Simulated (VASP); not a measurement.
# NiPt (P4/mmm) in VASP: further runs, part 2 of 2

VASP 6.6.1. Earlier steps stand in the parts before.

**4. Single point, LDA, collinear spin, ferromagnetic start**

File INCAR:

```
SYSTEM = NiPt
PREC = Accurate ; ENCUT = 520
EDIFF = 1E-6 ; ISMEAR = -1
SIGMA = 0.1 ; LREAL = .False.
LASPH = .True. ; NELM = 150
ALGO = Normal ; ISIF = 2
LWAVE = .False. ; LCHARG = .False.
ISPIN = 2 ; MAGMOM = 0.45 0.23
LORBIT = 11 ; NUPDOWN = 0.68
LMAXMIX = 4 ; NBANDS = 21
```

File KPOINTS:

```
regular mesh
0
Gamma
  11 11 8
  0 0 0
```

File POSCAR:

```
NiPt
1.0
    2.7099397941      0.0000000000      0.0000000000
    0.0000000000      2.7099397941      0.0000000000
    0.0000000000      0.0000000000      3.5783200000
Ni Pt
1 1
Direct
    0.5000000000      0.5000000000      0.5000000000
    0.0000000000      0.0000000000      0.0000000000
```

Potentials or basis: VASP PAW LDA potentials, release 64 (Ni, Pt).

Run with:

```sh
$ cat potpaw_LDA.64/Ni/POTCAR potpaw_LDA.64/Pt/POTCAR > POTCAR
$ mpirun -np 1 vasp_std > vasp.out
```

OUTCAR:

```text
SYSTEM = NiPt
   PREC = Accurate
   ENCUT = 520
   EDIFF = 1E-6
   ISMEAR = -1
   LREAL = .False.
   LASPH = .True.
   NELM = 150
   ISIF = 2
   ISPIN = 2
   LORBIT = 11
   NUPDOWN = 0.68

 ion  position               nearest neighbor table
   1  0.500  0.500  0.500-   2 2.62   2 2.62   2 2.62   2 2.62   2 2.62   2 2.62   2 2.62   2 2.62

   2  0.000  0.000  0.000-   1 2.62   1 2.62   1 2.62   1 2.62   1 2.62   1 2.62   1 2.62   1 2.62

  LATTYP: Found a simple tetragonal cell.
 ALAT       =     2.7099397941
 C/A-ratio  =     1.3204426193

  Lattice vectors:

 A1 = (   2.7099397941,   0.0000000000,   0.0000000000)
 A2 = (   0.0000000000,   2.7099397941,   0.0000000000)
 A3 = (   0.0000000000,   0.0000000000,   3.5783200000)

Analysis of symmetry for initial positions (statically):
=====================================================================
 Subroutine PRICEL returns:
 Original cell was already a primitive cell.

 Routine SETGRP: Setting up the symmetry group for a
 simple tetragonal supercell.

 Subroutine GETGRP returns: Found 16 space group operations
 (whereof 16 operations were pure point group operations)
 out of a pool of 16 trial point group operations.

The static configuration has the point symmetry D_4h.

Analysis of symmetry for dynamics (positions and initial velocities):
=====================================================================
 Subroutine PRICEL returns:
 Original cell was already a primitive cell.

 Routine SETGRP: Setting up the symmetry group for a
 simple tetragonal supercell.

 Subroutine GETGRP returns: Found 16 space group operations
 (whereof 16 operations were pure point group operations)
 out of a pool of 16 trial point group operations.

The dynamic configuration has the point symmetry D_4h.

Analysis of structural, dynamic, and magnetic symmetry:
=====================================================================
 Subroutine PRICEL returns:
 Original cell was already a primitive cell.

 Routine SETGRP: Setting up the symmetry group for a
 simple tetragonal supercell.

 Subroutine GETGRP returns: Found 16 space group operations
 (whereof 16 operations were pure point group operations)
 out of a pool of 16 trial point group operations.

The overall configuration has the point symmetry D_4h.

 Subroutine INISYM returns: Found 16 space group operations
 (whereof 16 operations are pure point group operations),
 and found     1 'primitive' translations

----------------------------------------------------------------------------------------

                                     Primitive cell

  volume of cell :      26.2784

  direct lattice vectors                    reciprocal lattice vectors
     2.709939794  0.000000000  0.000000000     0.369011888  0.000000000  0.000000000
     0.000000000  2.709939794  0.000000000     0.000000000  0.369011888  0.000000000
     0.000000000  0.000000000  3.578320000     0.000000000  0.000000000  0.279460753

  length of vectors
     2.709939794  2.709939794  3.578320000     0.369011888  0.369011888  0.279460753

  position of ions in fractional coordinates (direct lattice)
     0.500000000  0.500000000  0.500000000
     0.000000000  0.000000000  0.000000000

  ion indices of the primitive-cell ions
   primitive index   ion index
[... 66 lines left out ...]
   ISTART =      0    job   : 0-new  1-cont  2-samecut
   ICHARG =      2    charge: 1-file 2-atom 10-const
   ISPIN  =      2    spin polarized calculation?
   LNONCOLLINEAR =      F non collinear calculations
   LSORBIT =      F    spin-orbit coupling
   LASPH  =      T    aspherical Exc in radial PAW
   ENCUT  =  520.0 eV  38.22 Ry    6.18 a.u.   5.04  5.04  6.65*2*pi/ulx,y,z
   NELM   =    150;   NELMIN=  2; NELMDL= -5     # of ELM steps
   EDIFF  = 0.1E-05   stopping-criterion for ELM
   LREAL  =      F    real-space projection
   EDIFFG = 0.1E-04   stopping-criterion for IOM
   NSW    =      0    number of steps for IOM
   IBRION =     -1    ionic relax: 0-MD 1-quasi-New 2-CG
   NFREE  =      0    steps in history (QN), initial steepest desc. (CG)
   ISIF   =      2    stress and relaxation
   ISYM   =      2    0-nonsym 1-usesym 2-fastsym
   POTIM  = 0.5000    time-step for ionic-motion
   TEBEG  =    0.0;   TEEND  =   0.0 temperature during run
   PSTRESS=    0.0 pullay stress
   NELECT =      20.0000    total number of electrons
   NUPDOWN=       0.6800    fix difference up-down
   EMIN   =  10.00;   EMAX   =-10.00  energy-range for DOS
   EFERMI =   0.00;   METHOD = LEGACY
   ISMEAR =    -1;   SIGMA  =   0.10  broadening in eV -4-tet -1-fermi 0-gaus
   EFERMI_NEDOS =   21; number of points for ismear=-14 and -15
   IALGO  =     38    algorithm
   IMIX   =      4    mixing-type and parameters
     AMIX     =   0.40;   BMIX     =  1.00
     AMIX_MAG =   1.60;   BMIX_MAG =  1.00
  volume/ion in A,a.u.               =      13.14        88.67
  Fermi-wavevector in a.u.,A,eV,Ry     =   1.494693  2.824560 30.396875  2.234107
  Thomas-Fermi vector in A             =   2.606933
   LORBIT       =     11    0 simple, 1 ext, 2 COOP (PROOUT), +10 PAW based schemes
   GGA     = CA    functional components
   LHFCALC =     F    Hartree Fock is set to
   AEXX    =    0.0000 exact exchange contribution
   IVDW    =     0    specifies the selected vdW correction
   LEPSILON=     F    determine dielectric tensor
   LRPA    =     F    only Hartree local field effects (RPA)
 spin polarized calculation
  energy-cutoff  :      520.00
  volume of cell :       26.28
 maximum number of plane-waves:       724
   NGX = 11   NGY = 11   NGZ = 13

 number of electron      20.0000010 magnetization       0.6800000

 Free energy of the ion-electron system (eV)
  ---------------------------------------------------
  ext. energy  EPLUGINS =         0.00000000
  ---------------------------------------------------
  free energy    TOTEN  =       -14.25268382 eV

  energy without entropy =      -14.13838706  energy(sigma->0) =      -14.19553544

 E-fermi :  10.0244     XC(G=0): -13.5763

 val. band max:       10.0487396395   @ k =   0.0909   0.0000   0.0000
 cond. band min:      10.0260110493   @ k =   0.4545   0.2727   0.1250
 fundamental gap:     -0.0227285902
 Fermi energy:        10.0513988239

 spin component 1

 k-point     1 :       0.0000    0.0000    0.0000
  band No.  band energies     occupation
      1       0.3884      1.00000
      2       3.9861      1.00000
      3       4.0625      1.00000
      4       7.0625      1.00000
      5       7.0625      1.00000
      6       7.9676      1.00000
[... 565 lines left out ...]
     20      34.3783      0.00000
     21      34.4920      0.00000

 [... further k-points ...]

 spin component 2

 k-point     1 :       0.0000    0.0000    0.0000
  band No.  band energies     occupation
      1       0.4294      1.00000
      2       4.1042      1.00000
      3       4.1778      1.00000
      4       7.3405      1.00000
      5       7.3405      1.00000
      6       8.3268      1.00000
[... 565 lines left out ...]
     20      34.4394      0.00000
     21      34.5646      0.00000

 [... further k-points ...]

------------------------ aborting loop because EDIFF is reached ----------------------------------------

  FORCE on cell =-STRESS in cart. coord.  units (eV):
  Direction    XX          YY          ZZ          XY          YZ          ZX
  --------------------------------------------------------------------------------------
  -------------------------------------------------------------------------------------
  Total       -2.0397891     -2.0397891     -1.8283644      0.0000000      0.0000000      0.0000000
  in kB     -124.3647736   -124.3647736   -111.4743307      0.0000000      0.0000000      0.0000000
  external PRESSURE =    -120.0679593 kB  Pullay stress =       0.0000000 kB

 VOLUME and BASIS-vectors are now :
 -----------------------------------------------------------------------------
  energy-cutoff  :      520.00
  volume of cell :       26.28
      direct lattice vectors                 reciprocal lattice vectors
     2.709939794  0.000000000  0.000000000     0.369011888  0.000000000  0.000000000
     0.000000000  2.709939794  0.000000000     0.000000000  0.369011888  0.000000000
     0.000000000  0.000000000  3.578320000     0.000000000  0.000000000  0.279460753

 POSITION                                       TOTAL-FORCE (eV/Angst)
 -----------------------------------------------------------------------------------
      1.35497      1.35497      1.78916         0.000000      0.000000      0.000000
      0.00000      0.00000      0.00000         0.000000      0.000000      0.000000
 -----------------------------------------------------------------------------------
    total drift:                               -0.000000      0.000000      0.000000

  FREE ENERGIE OF THE ION-ELECTRON SYSTEM (eV)
  ---------------------------------------------------
  free  energy   TOTEN  =       -14.2526838210 eV

  energy  without entropy=      -14.1383870562  energy(sigma->0) =      -14.19553544

 total charge

# of ion       s       p       d       tot
------------------------------------------
    1        0.440   0.464   8.335   9.239
    2        0.700   0.633   8.042   9.375
--------------------------------------------------
tot          1.140   1.096  16.377  18.613

 magnetization (x)

# of ion       s       p       d       tot
------------------------------------------
    1       -0.001  -0.003   0.477   0.472
    2       -0.003  -0.011   0.221   0.207
--------------------------------------------------
tot         -0.004  -0.014   0.697   0.680
```

OSZICAR:

```text
N       E                     dE             d eps       ncg     rms          rms(c)
DAV:   1     0.105684639263E+03    0.10568E+03   -0.90388E+03  9284   0.112E+03
DAV:   2    -0.107166626811E+02   -0.11640E+03   -0.10686E+03  9200   0.242E+02
DAV:   3    -0.156684672868E+02   -0.49518E+01   -0.48091E+01 10191   0.532E+01
DAV:   4    -0.157311498768E+02   -0.62683E-01   -0.62632E-01 10182   0.537E+00
DAV:   5    -0.157326764959E+02   -0.15266E-02   -0.15266E-02 10580   0.912E-01    0.163E+01
DAV:   6    -0.167129725806E+02   -0.98030E+00   -0.94308E+00 10154   0.687E+01    0.171E+01
DAV:   7    -0.143977591149E+02    0.23152E+01   -0.52912E+00 11263   0.657E+01    0.707E+00
DAV:   8    -0.142631791843E+02    0.13458E+00   -0.29439E-01 12856   0.885E+00    0.213E+00
DAV:   9    -0.142543119866E+02    0.88672E-02   -0.16474E-02 11405   0.126E+00    0.849E-01
DAV:  10    -0.142529530306E+02    0.13590E-02   -0.62719E-04 12944   0.447E-01    0.310E-01
DAV:  11    -0.142526767018E+02    0.27633E-03   -0.16504E-04 13712   0.282E-01    0.105E-01
DAV:  12    -0.142526842976E+02   -0.75959E-05   -0.32660E-05 13262   0.874E-02    0.494E-02
DAV:  13    -0.142526838210E+02    0.47669E-06   -0.54344E-06 11365   0.369E-02
   1 F= -.14252684E+02 E0= -.14195535E+02  d E =-.114297E+00  mag=     0.6800
```

stdout:

```text
POSCAR found type information on POSCAR NiPt
 POSCAR found :  2 types and       2 ions
 scaLAPACK will be used
 LDA part: xc-table for (Slater(with rela. corr.)+CA(PZ))
 , standard interpolation
 POSCAR, INCAR and KPOINTS ok, starting setup
 FFT: planning ... GRIDC
 FFT: planning ... GRID_SOFT
 FFT: planning ... GRID
 WAVECAR not read
 entering main loop
```

Wall time 36 s (1 thread of Intel Xeon 6975P-C (Granite Rapids), shared host); peak memory 0.19 GiB.

Results:

```yaml
Free_energy: -14.2527 eV
Pressure: -12.0 GPa
Net_moment: 0.68 μB per cell
Site_moments: Ni +0.47; Pt +0.21 μB
Valence_electrons_inside_the_program's_atomic_spheres: Ni 9.24; Pt 9.38
```

Caveat: the cell stands under tension; spin-orbit coupling is left out, which moves the levels of the heavy elements; the total moment is fixed, so each spin has its own Fermi level and the state may be an excited one.

**5. Single point, LDA, collinear spin, ferromagnetic start**

File INCAR:

```
SYSTEM = NiPt
PREC = Accurate ; ENCUT = 520
EDIFF = 1E-7 ; ISMEAR = -1
SIGMA = 0.1 ; LREAL = .False.
LASPH = .True. ; NELM = 150
ALGO = Normal ; ISIF = 2
LWAVE = .False. ; LCHARG = .False.
ISPIN = 2 ; MAGMOM = 0.45 0.23
LORBIT = 11 ; NUPDOWN = 0.68
LMAXMIX = 4 ; GGA = CA
NBANDS = 21
```

KPOINTS is that of step 4.

POSCAR is that of step 4.

Run with:

```sh
$ cat potpaw_LDA.64/Ni/POTCAR potpaw_LDA.64/Pt/POTCAR > POTCAR
$ mpirun -np 1 vasp_std > vasp.out
```

Wall time 41 s (1 thread of Intel Xeon 6975P-C (Granite Rapids), shared host); peak memory 0.19 GiB.

Results (log left out):

```
Free energy                                           : -14.2527 eV
Pressure                                              : -11.8 GPa
Net moment                                            : 0.68 μB per cell
Site moments                                          : Ni +0.47; Pt +0.21 μB
Valence electrons inside the program's atomic spheres : Ni 9.24; Pt 9.37
```

Stress tensor (GPa, compression positive):
```
-12.27   0.00   0.00
  0.00 -12.27   0.00
  0.00   0.00 -11.00
```

Caveat: the cell stands under tension; spin-orbit coupling is left out, which moves the levels of the heavy elements; the total moment is fixed, so each spin has its own Fermi level and the state may be an excited one.

**6. Single point, LDA, collinear spin, ferromagnetic start**

File INCAR:

```
SYSTEM = NiPt
PREC     = Accurate       ! precision mode
ENCUT    = 520            ! plane-wave cutoff, eV
EDIFF    = 1E-7           ! SCF threshold, eV
ISMEAR   = -1             ! smearing method
SIGMA    = 0.1            ! smearing width, eV
LREAL    = .False.        ! projectors in reciprocal space
LASPH    = .True.         ! aspherical terms in the spheres
NELM     = 150            ! most SCF steps
ALGO     = Normal         ! electronic algorithm
ISIF     = 2              ! what is computed and relaxed
LWAVE    = .False.        ! write WAVECAR
LCHARG   = .False.        ! write CHGCAR
ISPIN    = 2              ! spin polarisation
MAGMOM   = 0.49 0.25      ! initial moments
LORBIT   = 11             ! projections on sites
NUPDOWN  = 0.74           ! fixed moment
LMAXMIX  = 4              ! l up to which the mixer works
GGA      = CA             ! functional
NBANDS   = 21             ! bands
```

File KPOINTS:

```
Automatic mesh
0
Gamma
  11 11 8
  0 0 0
```

POSCAR is that of step 5.

Potentials or basis: VASP PAW LDA potentials, release 64 (Ni, Pt).

Run with:

```sh
$ cat potpaw_LDA.64/Ni/POTCAR potpaw_LDA.64/Pt/POTCAR > POTCAR
$ mpirun -np 1 vasp_std > vasp.out
```

Run time: 40 s. Hardware: 1 thread of Intel Xeon 6975P-C (Granite Rapids), shared host; peak memory 0.19 GiB.

Results (log left out):

| Quantity | Value |
| --- | --- |
| Free energy | -14.2517 eV |
| Pressure | -11.7 GPa |
| Net moment | 0.74 μB per cell |
| Site moments | Ni +0.51; Pt +0.23 μB |
| Valence electrons inside the program's atomic spheres | Ni 9.24; Pt 9.38 |

Stress tensor (GPa, compression positive):
```
-12.17   0.00   0.00
  0.00 -12.17   0.00
  0.00   0.00 -10.83
```

Caveat: the cell stands under tension; spin-orbit coupling is left out, which moves the levels of the heavy elements; the total moment is fixed, so each spin has its own Fermi level and the state may be an excited one.

**7. The runs side by side**

| fixed moment (μB) | pressure (GPa) | moment (μB) |
| --- | --- | --- |
| 0.52 | -12.1 | 0.52 |
| 0.68 | -11.8 | 0.68 |
| 0.74 | -11.7 | 0.74 |

Alike in all rows: task single point; level LDA; potentials or basis VASP PAW LDA potentials, release 64 (Ni, Pt); spin collinear, ferromagnetic start; cell as given; k mesh 11 × 11 × 8; cutoff (eV) 520; smearing fermi-dirac 0.1 eV.

Caveats: the cell stands under tension; spin-orbit coupling is left out, which moves the levels of the heavy elements; the total moment is fixed, so each spin has its own Fermi level and the state may be an excited one.

Absolute energies hang on the potentials; compare differences alone.
